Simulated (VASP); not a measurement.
# AlN (Imm2) in VASP: further runs, part 2 of 2

VASP 6.6.1. The steps go on from the part before.

**3. Single point, PBE (all N atoms moved +0.438 Å, as atom 2 along Cartesian [1 0 0])**

INCAR reads:

```
  PREC = Accurate
  ENCUT = 520
  EDIFF = 1E-6
  ISMEAR = 0
  SIGMA = 0.05
  LREAL = F
  LASPH = T
  NELM = 60
  ALGO = Normal
  ISIF = 2
  LWAVE = F
  LCHARG = F
  GGA = PE
  NBANDS = 11
```

KPOINTS reads:

```
regular mesh
0
Gamma
  10 10 10
```

POSCAR reads:

```
AlN
1.0
    0.0000000000      2.2015871044      2.2015871044
    2.2015871044      0.0000000000      2.2015871044
    2.2015871044      2.2015871044      0.0000000000
Al N
1 1
Direct
    0.0000000000      0.0000000000      0.0000000000
    0.6506398613      0.8493601387      0.8493601387
```

Potentials or basis: VASP PAW PBE potentials, release 64 (Al, N).

Run with:

```bash
> cat potpaw_PBE.64/Al/POTCAR potpaw_PBE.64/N/POTCAR > POTCAR
> mpirun -np 1 vasp_std > vasp.out
```

OUTCAR:

```text
PREC = Accurate
   ENCUT = 520
   EDIFF = 1E-6
   ISMEAR = 0
   LREAL = F
   LASPH = T
   NELM = 60
   ISIF = 2
   GGA = PE

 ion  position               nearest neighbor table
   1  0.000  0.000  0.000-   2 1.69   2 1.69   2 2.19   2 2.19
   2  0.651  0.849  0.849-   1 1.69   1 1.69   1 2.19   1 2.19

  LATTYP: Found a face centered cubic cell.
 ALAT       =     4.4031742088

  Lattice vectors:

 A1 = (   0.0000000000,   2.2015871044,   2.2015871044)
 A2 = (   2.2015871044,   0.0000000000,   2.2015871044)
 A3 = (   2.2015871044,   2.2015871044,   0.0000000000)
[... 511 lines left out ...]
      6      14.8261      0.00000
      7      16.7619      0.00000
      8      17.9634      0.00000
      9      22.2669      0.00000
     10      23.2883      0.00000
     11      26.3687      0.00000

 [... further k-points ...]
[... 5 lines left out ...]
  --------------------------------------------------------------------------------------
  -------------------------------------------------------------------------------------
  Total       -0.2680717      4.1368075      4.1368075      0.0000000      4.4322580      0.0000000
  in kB      -20.1244432    310.5548262    310.5548262      0.0000000    332.7346312      0.0000000
  external PRESSURE =     200.3284031 kB  Pullay stress =       0.0000000 kB

 VOLUME and BASIS-vectors are now :
 -----------------------------------------------------------------------------
  energy-cutoff  :      520.00
  volume of cell :       21.34
      direct lattice vectors                 reciprocal lattice vectors
     0.000000000  2.201587104  2.201587104    -0.227108888  0.227108888  0.227108888
     2.201587104  0.000000000  2.201587104     0.227108888 -0.227108888  0.227108888
     2.201587104  2.201587104  0.000000000     0.227108888  0.227108888 -0.227108888

 POSITION                                       TOTAL-FORCE (eV/Angst)
 -----------------------------------------------------------------------------------
      0.00000      0.00000      0.00000         4.874404     -0.000000     -0.000000
      3.73988      3.30238      3.30238        -4.874404      0.000000      0.000000
 -----------------------------------------------------------------------------------
    total drift:                               -0.000625     -0.000000     -0.000000

  FREE ENERGIE OF THE ION-ELECTRON SYSTEM (eV)
  ---------------------------------------------------
  free  energy   TOTEN  =       -13.6593364859 eV

  energy  without entropy=      -13.6593364859  energy(sigma->0) =      -13.65933649
```

stdout:

```text
POSCAR found type information on POSCAR AlN
 POSCAR found :  2 types and       2 ions
 scaLAPACK will be used
 LDA part: xc-table for (Slater+PW92), standard interpolation
 POSCAR, INCAR and KPOINTS ok, starting setup
 FFT: planning ... GRIDC
 FFT: planning ... GRID_SOFT
 FFT: planning ... GRID
 WAVECAR not read
 entering main loop
```

Wall time 18 s (1 thread of AMD EPYC 9R45 (Zen 5), shared host); peak memory 0.13 GiB.

What came out:

```
Free energy            : -13.6593 eV
Pressure               : 20.0 GPa
Largest force          : 4.874 eV/Å
Band gap on the k mesh : 2.33 eV, indirect (least direct gap 2.76 eV)
```

Forces in eV/Å, atoms in the order of the input:
```
Al   4.874  0.000  0.000
N   -4.874  0.000  0.000
```

Caveat: the cell differs from its parent crystal (all N atoms moved +0.438 Å, as atom 2 along Cartesian [1 0 0]); forces of over 1 eV/Å act on the atoms, so gaps and moduli don't describe the material at rest. A k mesh can miss the band edges.

**4. Single point, PBE (all N atoms moved +0.312 Å, as atom 2 along Cartesian [1 0 0])**

INCAR reads:

```
SYSTEM = AlN
PREC = Accurate
ENCUT = 520
EDIFF = 1E-6
ISMEAR = 0
SIGMA = 0.05
LREAL = .False.
LASPH = .True.
NELM = 100
ALGO = Normal
ISIF = 2
LWAVE = .False.
LCHARG = .False.
GGA = PE
NBANDS = 11
```

KPOINTS reads:

```
regular mesh
0
Gamma
  10 10 10
  0 0 0
```

POSCAR, as its differences from that of step 3:

```diff
@@ -9,2 +9,2 @@
     0.0000000000      0.0000000000      0.0000000000
-    0.6506398613      0.8493601387      0.8493601387
+    0.6790284724      0.8209715276      0.8209715276
```

Run with:

```bash
> cat potpaw_PBE.64/Al/POTCAR potpaw_PBE.64/N/POTCAR > POTCAR
> mpirun -np 1 vasp_std > vasp.out
```

Run time: 17 s. Hardware: 1 thread of AMD EPYC 9R45 (Zen 5), shared host; peak memory 0.13 GiB.

The run converged. Its results:

| Property | Result |
| --- | --- |
| Free energy | -14.2107 eV |
| Pressure | 10.6 GPa |
| Largest force | 3.872 eV/Å |
| Band gap on the k mesh | 2.56 eV, indirect (least direct gap 3.12 eV) |

Forces in eV/Å, atoms in the order of the input:
```
Al   3.872  0.000  0.000
N   -3.872  0.000  0.000
```

Stress tensor (GPa, compression positive):
```
-0.79  0.00  0.00
 0.00 16.23 21.56
 0.00 21.56 16.23
```

Levels at points of the mesh, in eV from the valence-band top:
| k point | band 2 | band 3 | band 4 | band 5 | band 6 | band 7 |
| --- | --- | --- | --- | --- | --- | --- |
| (0.00, 0.00, 0.00) | -1.52 | -0.59 | 0.00 | 3.12 | 11.61 | 11.77 |
| (0.50, 0.00, 0.00) | -6.65 | -1.25 | -0.57 | 6.11 | 8.56 | 10.05 |
| (0.00, 0.50, 0.00) | -6.16 | -1.94 | -0.81 | 6.35 | 8.96 | 10.20 |
| (0.50, 0.50, 0.00) | -5.57 | -2.34 | -2.24 | 2.56 | 7.27 | 12.42 |
| (0.00, 0.50, 0.50) | -5.46 | -3.05 | -1.96 | 2.73 | 7.88 | 12.48 |

Caveat: the cell differs from its parent crystal (all N atoms moved +0.312 Å, as atom 2 along Cartesian [1 0 0]); forces of over 1 eV/Å act on the atoms, so gaps and moduli don't describe the material at rest. A k mesh can miss the band edges.

**5. Single point, PBE (all N atoms moved +0.188 Å, as atom 2 along Cartesian [1 0 0])**

INCAR reads:

```
ALGO = Normal ; EDIFF = 1E-7
ENCUT = 520 ; GGA = PE
ISIF = 2 ; ISMEAR = 0
LASPH = T ; LCHARG = T
LELF = T ; LREAL = F
LVHAR = T ; LWAVE = F
NBANDS = 11 ; NELM = 80
PREC = Accurate ; SIGMA = 0.05
```

KPOINTS reads:

```
k-points
0
Gamma
  10 10 10
```

POSCAR, as its differences from that of step 4:

```diff
@@ -9,2 +9,2 @@
     0.0000000000      0.0000000000      0.0000000000
-    0.6790284724      0.8209715276      0.8209715276
+    0.7074170834      0.7925829166      0.7925829166
```

Run with:

```bash
> cat potpaw_PBE.64/Al/POTCAR potpaw_PBE.64/N/POTCAR > POTCAR
> mpirun -np 1 vasp_std > vasp.out
```

Run time: 18 s. Hardware: 1 thread of AMD EPYC 9R45 (Zen 5), shared host; peak memory 0.13 GiB.

The run converged. Its results:

- Free energy: -14.6109 eV
- Pressure: 3.7 GPa
- Largest force: 2.479 eV/Å
- Band gap on the k mesh: 2.83 eV, indirect (least direct gap 3.47 eV)

Forces in eV/Å, atoms in the order of the input:
```
Al   2.479  0.000  0.000
N   -2.479  0.000  0.000
```

Stress tensor (GPa, compression positive):
```
-0.35  0.00  0.00
 0.00  5.78 11.91
 0.00 11.91  5.78
```

Levels at points of the mesh, in eV from the valence-band top:
| k point | band 2 | band 3 | band 4 | band 5 | band 6 | band 7 |
| --- | --- | --- | --- | --- | --- | --- |
| (0.00, 0.00, 0.00) | -0.96 | -0.41 | 0.00 | 3.47 | 11.83 | 11.93 |
| (0.50, 0.00, 0.00) | -6.34 | -1.01 | -0.53 | 6.54 | 9.04 | 10.38 |
| (0.00, 0.50, 0.00) | -6.04 | -1.40 | -0.74 | 6.71 | 9.26 | 10.37 |
| (0.50, 0.50, 0.00) | -5.30 | -2.16 | -2.12 | 2.83 | 7.82 | 12.98 |
| (0.00, 0.50, 0.50) | -5.26 | -2.57 | -1.88 | 2.90 | 8.06 | 12.99 |

Caveat: the cell differs from its parent crystal (all N atoms moved +0.188 Å, as atom 2 along Cartesian [1 0 0]); forces of over 1 eV/Å act on the atoms, so gaps and moduli don't describe the material at rest.
